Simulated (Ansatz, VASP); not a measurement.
**One calculation of Si2W, two programs**

INCAR

```
SYSTEM = Si2W
ALGO = Normal ; EDIFF = 1E-6
ENCUT = 520 ; GGA = PE
GGA_COMPAT = .FALSE. ; ISIF = 2
ISMEAR = -1 ; LASPH = .TRUE.
LCHARG = .TRUE. ; LMAXMIX = 4
LORBIT = 11 ; LORBMOM = .TRUE.
LREAL = .FALSE. ; LSORBIT = .TRUE.
LVHAR = .TRUE. ; LWAVE = .FALSE.
MAGMOM = 0 0 0 0 0 0 0 0 0 ; NBANDS = 35
NELM = 150 ; PREC = Accurate
SIGMA = 0.05
```

KPOINTS

```
k-points
0
G
  9 9 9
  0 0 0
```

POSCAR

```
Si2W
1.0
   -1.6069000000      1.6069000000      3.9149500000
    1.6069000000     -1.6069000000      3.9149500000
    1.6069000000      1.6069000000     -3.9149500000
W Si
1 2
Direct
    0.0000000000      0.0000000000      0.0000000000
    0.6653000000      0.6653000000      0.0000000000
    0.3347000000      0.3347000000      0.0000000000
```

File input.yaml:

```yaml
crystal:
  lattice:
    - [-1.6069, 1.6069, 3.91495]
    - [1.6069, -1.6069, 3.91495]
    - [1.6069, 1.6069, -3.91495]
  atoms:
    - { symbol: W, position: [0.0, 0.0, 0.0] }
    - { symbol: Si, position: [0.6653, 0.6653, 0.0] }
    - { symbol: Si, position: [0.3347, 0.3347, 0.0] }
hamiltonian:
  xc: pbe
  pseudopotentials: { kind: paw_fr }
magnetization:
  noncollinear: true
  spin_orbit: true
kpoints:
  mp_grid: { grid: [9, 9, 9] }
  band_path:
    path:
      - [[0.0, 0.0, 0.0], [0.0, 0.0, 0.5], [-0.084235521, 0.084235521, 0.5], [-0.2921177605, 0.2921177605, 0.2921177605], [0.0, 0.0, 0.0], [0.5, 0.5, -0.5], [0.2921177605, 0.7078822395, -0.2921177605], [0.0, 0.5, 0.0], [0.25, 0.25, 0.25], [0.5, 0.5, -0.084235521], [0.5, 0.5, -0.5]]
      - [[0.0, 0.0, 0.5], [0.25, 0.25, 0.25]]
    npoints: 14
scf:
  occupations: { method: fermi_dirac, width: 0.05 }
  n_extra_bands: 7
output:
  forces: true
  stress: true
  eigenvalues: true
  fatbands: true
```

Alike in both runs: functional PBE; k mesh 9 × 9 × 9; occupations fermi-dirac, width 0.05 eV; non-collinear spin, spin-orbit coupling.

```csv
,VASP,Ansatz
version,VASP 6.6.1,Ansatz 0.2.0
potentials or method,"VASP PAW PBE potentials, release 64 (W_sv, Si)",Ansatz PAW
plane-wave cutoff (eV),520,420
valence electrons in the cell,22,22
task,single point,band structure
```

Ansatz gave:

| Quantity | Value |
| --- | --- |
| pressure (GPa) | 3.2 |
| traceless stress, the component that is largest in VASP (GPa) | 0.06 |
| rms of the force components (eV/Å) | 0.023 |

Which values does VASP return?

Pressure (GPa): 3.7; traceless stress, the component that is largest in VASP (GPa): 0.06; rms of the force components (eV/Å): 0.024.

Atom by atom the forces differ by 0.001 eV/Å (rms over components). The functional is the same, so the differences come from potentials, cutoffs and numerics.
